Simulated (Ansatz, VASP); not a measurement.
# One calculation of AgCl, two programs

```
Ag Cl
1.0
     3.46418    0.00000    0.00000
     0.00000    3.39559    0.00000
     0.00000    0.00000    3.39559
Ag Cl
1 1
Direct
  0.00000 0.00000 0.00000
  0.50000 0.50000 0.50000
```

Change from the starting cell: uniaxial_x strain +2.0%.

Alike in both runs: task single point; functional PBE; k mesh 8 × 8 × 8; occupations fermi-dirac, width 0.02 eV; no spin polarisation.

|  | VASP | Ansatz |
| --- | --- | --- |
| version | VASP 6.6.1 | Ansatz 0.2.0 |
| potentials or method | VASP PAW PBE potentials, release 64 (Ag_sv_GW, Cl) | plane waves, PAW |
| plane-wave cutoff (eV) | 630 | 420 |
| valence electrons in the cell | 26 | 26 |

VASP gave:

```
pressure (GPa)                                                : 0.4
traceless stress, the component that is largest in VASP (GPa) : -0.65
```

Task: Estimate Ansatz's values.

Result: Pressure (GPa): 0.5; traceless stress, the component that is largest in VASP (GPa): -0.64.
